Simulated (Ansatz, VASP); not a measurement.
# HfO2: VASP beside Ansatz

File INCAR:

```
ALGO     = Normal         # electronic algorithm
EDIFF    = 1E-6           # SCF threshold, eV
ENCUT    = 520            # plane-wave cutoff, eV
GGA      = PE             # functional
ISIF     = 2              # what is computed and relaxed
ISMEAR   = 0              # smearing method
LASPH    = T              # aspherical terms in the spheres
LCHARG   = F              # write CHGCAR
LREAL    = F              # projectors in reciprocal space
LWAVE    = F              # write WAVECAR
NBANDS   = 31             # bands
NELM     = 60             # most SCF steps
PREC     = Accurate       # precision mode
SIGMA    = 0.05           # smearing width, eV
```

Contents of KPOINTS:

```
k-points
0
Gamma
  6 6 6
```

File POSCAR:

```
HfO2
1.0
    0.0000000000     -2.5489194559     -2.5489194559
    0.0000000000      2.5489194559     -2.5489194559
    5.0978389119      0.0000000000      0.0000000000
Hf O
2 4
Direct
    0.5256971635      0.4743028365      0.5000000000
   -0.0256971635      0.0256971635      0.0000000000
    0.0001874464      0.5001874464      0.6807942040
    0.4998125536     -0.0001874464      0.3192057960
    0.0001874464      0.5001874464      0.1807942040
    0.4998125536     -0.0001874464      0.8192057960
```

Input for Ansatz:

```yaml
crystal:
  lattice:
    - [0.0, -2.5489194559, -2.5489194559]
    - [0.0, 2.5489194559, -2.5489194559]
    - [5.0978389119, 0.0, 0.0]
  atoms:
    - { symbol: Hf, position: [0.5256971635, 0.4743028365, 0.5] }
    - { symbol: Hf, position: [-0.0256971635, 0.0256971635, 0.0] }
    - { symbol: O, position: [0.0001874464, 0.5001874464, 0.680794204] }
    - { symbol: O, position: [0.4998125536, -0.0001874464, 0.319205796] }
    - { symbol: O, position: [0.0001874464, 0.5001874464, 0.180794204] }
    - { symbol: O, position: [0.4998125536, -0.0001874464, 0.819205796] }
basis:
  ecutwfc: 520.0
kpoints:
  mp_grid: { grid: [6, 6, 6] }
hamiltonian:
  xc: pbe
  pseudopotentials: { kind: paw, azcp: { folder: soft_1 } }
scf:
  occupations: { method: gaussian, width: 0.05 }
output:
  forces: true
  stress: true
  eigenvalues: true
  write_density: true
  write_potential: true
  elf: true
  volumetric_format: npy
```

Change from the starting cell: mode 1 frozen in at -0.353 Å and mode 5 at -0.131 Å (largest displacements).

Alike in both runs: task single point; functional PBE; k mesh 6 × 6 × 6; occupations gaussian, width 0.05 eV; no spin polarisation.

```csv
,VASP,Ansatz
version,VASP 6.6.1,Ansatz 0.2.0
potentials or method,"VASP PAW PBE potentials, release 64 (Hf_pv, O), cutoff 520 eV","scalar-relativistic, plane waves, PAW"
valence electrons in the cell,44,76
```

VASP gave:

* gap on the k mesh at the Fermi level (eV): 4.46
* least direct gap on the mesh (eV): 4.57
* pressure (GPa): 10.7
* traceless stress, the component that is largest in VASP (GPa): -10.76
* rms of the force components (eV/Å): 0.956

Task: Which values does Ansatz return?

Result: gap on the k mesh at the Fermi level (eV): 4.50; least direct gap on the mesh (eV): 4.61; pressure (GPa): 13.9; traceless stress, the component that is largest in VASP (GPa): -10.74; rms of the force components (eV/Å): 0.968.

Atom by atom the forces differ by 0.026 eV/Å (rms over components). The functional is the same, so the differences come from potentials, cutoffs and numerics. VASP's potentials hold 44 valence electrons a cell and Ansatz's 76, so a difference there can come from the potentials and not from the codes.

Spin-orbit coupling is off throughout.
